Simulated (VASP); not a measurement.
# K2Os (Fm-3m) in VASP: single point with PBE

Aim: the single point of K2Os with PBE.

Everything below comes from runs of VASP 6.6.1. Logs are shortened: lines on timing, memory, paths and dates and some standing lists are left out, and cuts for length are marked.

## Step 1: The cell of the first run

It takes space group Fm-3m (No. 225, cubic). The conventional cell has a = 7.907 Å, b = 7.907 Å, c = 7.907 Å, α = 90.00°, β = 90.00°, γ = 90.00°. K (site symmetry -43m) has 4 Os at 3.42 Å and 6 K at 3.95 Å within 4.5 Å. Within 4.5 Å of Os (site symmetry m-3m) lie 8 K at 3.42 Å.

## Step 2: Single point, PBE, collinear spin, ferromagnetic start

File INCAR:

```
ALGO = Normal
EDIFF = 1E-6
ENCUT = 600
GGA = PE
GGA_COMPAT = F
ISIF = 2
ISMEAR = 0
ISPIN = 2
LASPH = T
LCHARG = F
LMAXMIX = 4
LORBIT = 11
LREAL = F
LWAVE = F
MAGMOM = 0 0 2.26
NBANDS = 24
NELM = 200
PREC = Accurate
SIGMA = 0.1
```

File KPOINTS:

```
k-points
0
Gamma
  10 10 10
```

File POSCAR:

```
K2Os
1.0
    0.0000000000      3.9534463804      3.9534463804
    3.9534463804      0.0000000000      3.9534463804
    3.9534463804      3.9534463804      0.0000000000
K Os
2 1
Direct
    0.2500000000      0.2500000000      0.2500000000
    0.7500000000      0.7500000000      0.7500000000
    0.0000000000      0.0000000000      0.0000000000
```

Potentials or basis: VASP PAW PBE potentials, release 64 (K_sv, Os).

Started as:

```sh
$ cat potpaw_PBE.64/K_sv/POTCAR potpaw_PBE.64/Os/POTCAR > POTCAR
$ mpirun -np 1 vasp_std > vasp.out
```

OUTCAR:

```text
EDIFF = 1E-6
   ENCUT = 600
   GGA = PE
   ISIF = 2
   ISMEAR = 0
   ISPIN = 2
   LASPH = T
   LORBIT = 11
   LREAL = F
   NELM = 200
   PREC = Accurate

 ion  position               nearest neighbor table
   1  0.250  0.250  0.250-   3 3.42   3 3.42   3 3.42   3 3.42
   2  0.750  0.750  0.750-   3 3.42   3 3.42   3 3.42   3 3.42
   3  0.000  0.000  0.000-   2 3.42   2 3.42   2 3.42   1 3.42   2 3.42   1 3.42   1 3.42   1 3.42

  LATTYP: Found a face centered cubic cell.
 ALAT       =     7.9068927608

  Lattice vectors:

 A1 = (   0.0000000000,   3.9534463804,   3.9534463804)
 A2 = (   3.9534463804,   0.0000000000,   3.9534463804)
 A3 = (   3.9534463804,   3.9534463804,   0.0000000000)

Analysis of symmetry for initial positions (statically):
=====================================================================
 Subroutine PRICEL returns:
 Original cell was already a primitive cell.

 Routine SETGRP: Setting up the symmetry group for a
 face centered cubic supercell.

 Subroutine GETGRP returns: Found 48 space group operations
[... 9 lines left out ...]

 Routine SETGRP: Setting up the symmetry group for a
 face centered cubic supercell.

 Subroutine GETGRP returns: Found 48 space group operations
 (whereof 48 operations were pure point group operations)
 out of a pool of 48 trial point group operations.

The dynamic configuration has the point symmetry O_h .

Analysis of structural, dynamic, and magnetic symmetry:
=====================================================================
 Subroutine PRICEL returns:
 Original cell was already a primitive cell.

 Routine SETGRP: Setting up the symmetry group for a
 face centered cubic supercell.

 Subroutine GETGRP returns: Found 48 space group operations
 (whereof 48 operations were pure point group operations)
 out of a pool of 48 trial point group operations.

The overall configuration has the point symmetry O_h .

 Subroutine INISYM returns: Found 48 space group operations
 (whereof 48 operations are pure point group operations),
 and found     1 'primitive' translations

----------------------------------------------------------------------------------------

                                     Primitive cell

  volume of cell :     123.5827

  direct lattice vectors                    reciprocal lattice vectors
     0.000000000  3.953446380  3.953446380    -0.126471932  0.126471932  0.126471932
     3.953446380  0.000000000  3.953446380     0.126471932 -0.126471932  0.126471932
     3.953446380  3.953446380  0.000000000     0.126471932  0.126471932 -0.126471932

  length of vectors
     5.591017489  5.591017489  5.591017489     0.219055811  0.219055811  0.219055811

  position of ions in fractional coordinates (direct lattice)
     0.250000000  0.250000000  0.250000000
     0.750000000  0.750000000  0.750000000
     0.000000000  0.000000000  0.000000000

  ion indices of the primitive-cell ions
   primitive index   ion index
                 1           1
                 2           2
                 3           3

----------------------------------------------------------------------------------------

 KPOINTS: k-points

Automatic generation of k-mesh.
 Grid dimensions read from file:
 generate k-points for:   10   10   10

 Generating k-lattice:

  Cartesian coordinates                     Fractional coordinates (reciprocal lattice)
    -0.012647193  0.012647193  0.012647193     0.100000000  0.000000000  0.000000000
     0.012647193 -0.012647193  0.012647193     0.000000000  0.100000000  0.000000000
     0.012647193  0.012647193 -0.012647193     0.000000000  0.000000000  0.100000000

  Length of vectors
     0.021905581  0.021905581  0.021905581

  Shift w.r.t. Gamma in fractional coordinates (k-lattice)
     0.000000000  0.000000000  0.000000000

 Subroutine IBZKPT returns following result:
 ===========================================

 Found     47 irreducible k-points:

 Following reciprocal coordinates:
            Coordinates               Weight
  0.000000  0.000000  0.000000      1.000000
  0.100000  0.000000  0.000000      8.000000
  0.200000  0.000000  0.000000      8.000000
  0.300000  0.000000  0.000000      8.000000
  0.400000  0.000000  0.000000      8.000000
  0.500000  0.000000  0.000000      4.000000
[... 16 lines left out ...]
  0.300000  0.300000  0.000000      6.000000
  0.400000  0.300000  0.000000     24.000000
 [... further k-points ...]
   k-points           NKPTS =     47   k-points in BZ     NKDIM =     47   number of bands    NBANDS=     24
   number of dos      NEDOS =    301   number of ions     NIONS =      3
   total plane-waves  NPLWV = 110592
   dimension x,y,z NGX =    48 NGY =   48 NGZ =   48
   dimension x,y,z NGXF=    96 NGYF=   96 NGZF=   96
   ions per type =               2   1
   NGX,Y,Z   is equivalent  to a cutoff of  14.27, 14.27, 14.27 a.u.
   NGXF,Y,Z  is equivalent  to a cutoff of  28.55, 28.55, 28.55 a.u.
 SYSTEM =  unknown system
   PREC   = accura    normal or accurate (medium, high low for compatibility)
   ISTART =      0    job   : 0-new  1-cont  2-samecut
   ICHARG =      2    charge: 1-file 2-atom 10-const
   ISPIN  =      2    spin polarized calculation?
   LNONCOLLINEAR =      F non collinear calculations
   LSORBIT =      F    spin-orbit coupling
   LASPH  =      T    aspherical Exc in radial PAW
   ENCUT  =  600.0 eV  44.10 Ry    6.64 a.u.  11.17 11.17 11.17*2*pi/ulx,y,z
   NELM   =    200;   NELMIN=  2; NELMDL= -5     # of ELM steps
   EDIFF  = 0.1E-05   stopping-criterion for ELM
   LREAL  =      F    real-space projection
   EDIFFG = 0.1E-04   stopping-criterion for IOM
   NSW    =      0    number of steps for IOM
   IBRION =     -1    ionic relax: 0-MD 1-quasi-New 2-CG
   NFREE  =      0    steps in history (QN), initial steepest desc. (CG)
   ISIF   =      2    stress and relaxation
   ISYM   =      2    0-nonsym 1-usesym 2-fastsym
   POTIM  = 0.5000    time-step for ionic-motion
   TEBEG  =    0.0;   TEEND  =   0.0 temperature during run
   PSTRESS=    0.0 pullay stress
   NELECT =      26.0000    total number of electrons
   NUPDOWN=      -1.0000    fix difference up-down
   EMIN   =  10.00;   EMAX   =-10.00  energy-range for DOS
   EFERMI =   0.00;   METHOD = LEGACY
   ISMEAR =     0;   SIGMA  =   0.10  broadening in eV -4-tet -1-fermi 0-gaus
   EFERMI_NEDOS =   21; number of points for ismear=-14 and -15
   IALGO  =     38    algorithm
   IMIX   =      4    mixing-type and parameters
     AMIX     =   0.40;   BMIX     =  1.00
     AMIX_MAG =   1.60;   BMIX_MAG =  1.00
  volume/ion in A,a.u.               =      41.19       277.99
  Fermi-wavevector in a.u.,A,eV,Ry     =   0.973674  1.839976 12.898873  0.948040
  Thomas-Fermi vector in A             =   2.104072
   LORBIT       =     11    0 simple, 1 ext, 2 COOP (PROOUT), +10 PAW based schemes
   GGA     = PE    functional components
   LHFCALC =     F    Hartree Fock is set to
   AEXX    =    0.0000 exact exchange contribution
   IVDW    =     0    specifies the selected vdW correction
   LEPSILON=     F    determine dielectric tensor
   LRPA    =     F    only Hartree local field effects (RPA)
 spin polarized calculation
 Gauss-broadening in eV      SIGMA  =   0.10
  energy-cutoff  :      600.00
  volume of cell :      123.58
 maximum number of plane-waves:      4158
 NGX is ok and might be reduce to    48
   NGX = 23   NGY = 23   NGZ = 23

 number of electron      26.0000001 magnetization       2.0034587

 Free energy of the ion-electron system (eV)
  ---------------------------------------------------
  ext. energy  EPLUGINS =         0.00000000
  ---------------------------------------------------
  free energy    TOTEN  =        -7.95843907 eV

  energy without entropy =       -7.92958697  energy(sigma->0) =       -7.94401302

 E-fermi :   0.6901     XC(G=0):  -7.3179

 val. band max:        0.6877144139   @ k =  -0.4000   0.2000   0.0000
 cond. band min:       0.6935356544   @ k =   0.4000   0.1000   0.0000
 fundamental gap:      0.0058212405
 Fermi energy:         0.6900512895

 spin component 1

 k-point     1 :       0.0000    0.0000    0.0000
  band No.  band energies     occupation
      1     -30.3526      1.00000
      2     -30.3141      1.00000
      3     -13.9247      1.00000
      4     -13.9247      1.00000
      5     -13.9247      1.00000
      6     -13.7738      1.00000
[... 16 lines left out ...]
     23       7.8580      0.00000
     24       8.2345      0.00000

 k-point     2 :       0.1000    0.0000    0.0000
  band No.  band energies     occupation
      1     -30.3516      1.00000
      2     -30.3150      1.00000
      3     -13.9215      1.00000
      4     -13.9212      1.00000
      5     -13.9212      1.00000
      6     -13.7798      1.00000
[... 586 lines left out ...]
 k-point    24 :       0.4000    0.3000    0.0000
  band No.  band energies     occupation
      1     -30.3412      1.00000
      2     -30.3246      1.00000
      3     -13.9441      1.00000
      4     -13.9380      1.00000
      5     -13.9378      1.00000
      6     -13.7779      1.00000
[... 16 lines left out ...]
     23       7.4692      0.00000
     24       7.6309      0.00000

 [... further k-points ...]

 spin component 2

 k-point     1 :       0.0000    0.0000    0.0000
  band No.  band energies     occupation
      1     -30.3565      1.00000
      2     -30.3177      1.00000
      3     -13.9325      1.00000
      4     -13.9325      1.00000
      5     -13.9325      1.00000
      6     -13.7809      1.00000
[... 16 lines left out ...]
     23       7.8586      0.00000
     24       8.3410      0.00000

 k-point     2 :       0.1000    0.0000    0.0000
  band No.  band energies     occupation
      1     -30.3555      1.00000
      2     -30.3186      1.00000
      3     -13.9294      1.00000
      4     -13.9290      1.00000
      5     -13.9290      1.00000
      6     -13.7867      1.00000
[... 586 lines left out ...]
 k-point    24 :       0.4000    0.3000    0.0000
  band No.  band energies     occupation
      1     -30.3451      1.00000
      2     -30.3283      1.00000
      3     -13.9512      1.00000
      4     -13.9468      1.00000
      5     -13.9465      1.00000
      6     -13.7853      1.00000
[... 16 lines left out ...]
     23       7.5268      0.00000
     24       7.6873      0.00000

 [... further k-points ...]
[... 5 lines left out ...]
  --------------------------------------------------------------------------------------
  -------------------------------------------------------------------------------------
  Total        0.0235112      0.0235112      0.0235112      0.0000000     -0.0000000     -0.0000000
  in kB        0.3048092      0.3048092      0.3048092      0.0000000     -0.0000000     -0.0000000
  external PRESSURE =       0.3048092 kB  Pullay stress =       0.0000000 kB

 VOLUME and BASIS-vectors are now :
 -----------------------------------------------------------------------------
  energy-cutoff  :      600.00
  volume of cell :      123.58
      direct lattice vectors                 reciprocal lattice vectors
     0.000000000  3.953446380  3.953446380    -0.126471932  0.126471932  0.126471932
     3.953446380  0.000000000  3.953446380     0.126471932 -0.126471932  0.126471932
     3.953446380  3.953446380  0.000000000     0.126471932  0.126471932 -0.126471932

 POSITION                                       TOTAL-FORCE (eV/Angst)
 -----------------------------------------------------------------------------------
      1.97672      1.97672      1.97672        -0.000000     -0.000000     -0.000000
      5.93017      5.93017      5.93017         0.000000      0.000000      0.000000
      0.00000      0.00000      0.00000         0.000000     -0.000000      0.000000
 -----------------------------------------------------------------------------------
    total drift:                               -0.000000     -0.000000      0.000000

  FREE ENERGIE OF THE ION-ELECTRON SYSTEM (eV)
  ---------------------------------------------------
  free  energy   TOTEN  =        -7.9584390710 eV

  energy  without entropy=       -7.9295869661  energy(sigma->0) =       -7.94401302

 total charge

# of ion       s       p       d       tot
------------------------------------------
    1        1.972   5.562   0.039   7.573
    2        1.972   5.562   0.039   7.573
    3        0.707   0.017   5.986   6.710
--------------------------------------------------
tot          4.651  11.141   6.064  21.855

 magnetization (x)

# of ion       s       p       d       tot
------------------------------------------
    1       -0.006   0.004  -0.000  -0.002
    2       -0.006   0.004  -0.000  -0.002
    3        0.050  -0.009   1.941   1.982
--------------------------------------------------
tot          0.038  -0.000   1.940   1.978
```

It took 3 min on 1 thread of Intel Xeon 6975P-C (Granite Rapids), shared host; peak memory 0.56 GiB.

What came out:

```yaml
Free_energy: -7.9584 eV
Pressure: 0.0 GPa
Band_gap_on_the_k_mesh: zero (filled and empty bands overlap)
Net_moment: 2.00 μB per cell
Site_moments: K -0.00; Os +1.98 μB
Valence_electrons_inside_the_program's_atomic_spheres: K 7.57; Os 6.71
```

Caveat: spin-orbit coupling is left out, which moves the levels of the heavy elements.
